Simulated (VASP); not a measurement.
Set up this calculation in VASP 6.6.1, as the native input.

```
Task                   : single point
Functional             : PBE
Potentials or basis    : VASP PAW PBE potentials, release 64 (Se, Sn_d)
Cutoff                 : 520 eV
k mesh                 : 11 × 11 × 6
Occupations            : fermi-dirac, width 0.1 eV
Spin                   : no spin polarisation
Dipole correction      : no
Further INCAR settings : ALGO = Normal; EDIFF = 1e-07; NBANDS = 28
```

The structure of SnSe (anti NiAs type) lies in POSCAR:

```
SnSe
1.0
    3.2694836562      0.0000000000      0.0000000000
   -1.6347418281      2.8314559036      0.0000000000
    0.0000000000      0.0000000000      7.6414057685
Se Sn
2 2
Direct
    0.0000000000      0.0000000000      0.0000000000
    0.0000000000      0.0000000000      0.5000000000
    0.3333333333      0.6666666667      0.2500000000
    0.6666666667      0.3333333333      0.7500000000
```

One way to write it, as run:

INCAR

```
PREC = Accurate
ENCUT = 520
EDIFF = 1E-7
ISMEAR = -1
SIGMA = 0.1
LREAL = F
LASPH = T
NELM = 60
ALGO = Normal
ISIF = 2
LWAVE = F
LCHARG = F
GGA = PE
NBANDS = 28
```

KPOINTS

```
regular mesh
0
Gamma
  11 11 6
```

Potentials or basis: VASP PAW PBE potentials, release 64 (Se, Sn_d).

The run is started by

```console
$ cat potpaw_PBE.64/Se/POTCAR potpaw_PBE.64/Sn_d/POTCAR > POTCAR
$ mpirun -np 1 vasp_std > vasp.out
```

Results of the run:

```json
{
  "Pressure": "44.2 GPa",
  "Band gap on the k mesh": "zero (band 20 reaches 14.32 eV, above the bottom of band 21 at 10.01 eV)"
}
```

Caveat: spin-orbit coupling is left out, which moves the levels of the heavy elements.

It took 44 s on 1 thread of Intel(R) Xeon(R) 6975P-C (Granite Rapids), on a shared host, peak memory 0.24 GiB.
